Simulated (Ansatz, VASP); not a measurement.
**Two plane-wave programs on Li2TiO2**

```
CELL_PARAMETERS angstrom
-1.46359 1.91940 4.69385
1.46359 -1.91940 4.69385
1.46359 1.91940 -4.69385
ATOMIC_POSITIONS crystal
Li 0.30319 0.30319 0.00000
Li 0.69681 0.69681 0.00000
Ti 0.00000 0.00000 0.00000
O 0.85577 0.35577 0.50000
O 0.14423 0.64423 0.50000
```

Alike in both runs: functional PBE; k mesh 14 × 14 × 14; occupations gaussian, width 0.1 eV; no spin polarisation.

Ansatz relaxed the structure, and its values are those at the end. VASP's run is a single point on that final structure, the one shown.

|  | VASP | Ansatz |
| --- | --- | --- |
| version | VASP 6.6.1 | Ansatz 0.2.0 |
| potentials or method | VASP PAW PBE potentials, release 64 (Li_sv, Ti_sv, O), cutoff 520 eV | scalar-relativistic, plane waves, PAW |
| valence electrons in the cell | 30 | 30 |

VASP gave:

- gap on the k mesh at the Fermi level (eV): none
- rms of the force components (eV/Å): 0.018

Question: Estimate Ansatz's values.

Answer: gap on the k mesh at the Fermi level (eV): none; rms of the force components (eV/Å): 0.000.

A gap of «none» marks a metal or a gap that the smearing closes.

Noted on VASP's run: the cutoff is under 1.25 times that of the potentials, so the pressure is a little rough.
